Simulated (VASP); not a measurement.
# SbP (rocksalt type): electric field gradients with PBE

SbP (rocksalt type):

```
CELL_PARAMETERS angstrom
0.00000 2.81773 2.81773
2.81773 0.00000 2.81773
2.81773 2.81773 0.00000
ATOMIC_POSITIONS crystal
Sb 0.00000 0.00000 0.00000
P 0.50000 0.50000 0.50000
```

```json
{
  "Program": "VASP 6.6.1",
  "Task": "electric field gradients",
  "Functional": "PBE",
  "Potentials or basis": "VASP PAW PBE potentials, release 64 (Sb, P)",
  "Cutoff": "520 eV",
  "k mesh": "11 × 11 × 11",
  "Occupations": "fermi-dirac, width 0.05 eV",
  "Spin": "no spin polarisation",
  "Dipole correction": "no",
  "Further INCAR settings": "ALGO = Normal; EDIFF = 1e-08; NBANDS = 12"
}
```

| Property | Result |
| --- | --- |
| Pressure | -0.1 GPa |
| Band gap on the k mesh | zero (band 5 reaches 8.18 eV, above the bottom of band 6 at 7.73 eV) |

Levels at points of the mesh, in eV from the Fermi level:
```
           k point  band 2  band 3  band 4  band 5  band 6  band 7  band 8  band 9
(0.00, 0.00, 0.00)   -4.04   -2.01   -2.01   -2.01    3.96    3.96    3.96    4.98
```

It took 30 s on 1 thread of Intel(R) Xeon(R) Platinum 8488C (Sapphire Rapids), on a shared host, peak memory 0.18 GiB.

Caveat: without QUAD_EFG the Cq values of the log hold for a quadrupole moment of 1 mb, not for the nuclei; spin-orbit coupling is left out, which moves the levels of the heavy elements.
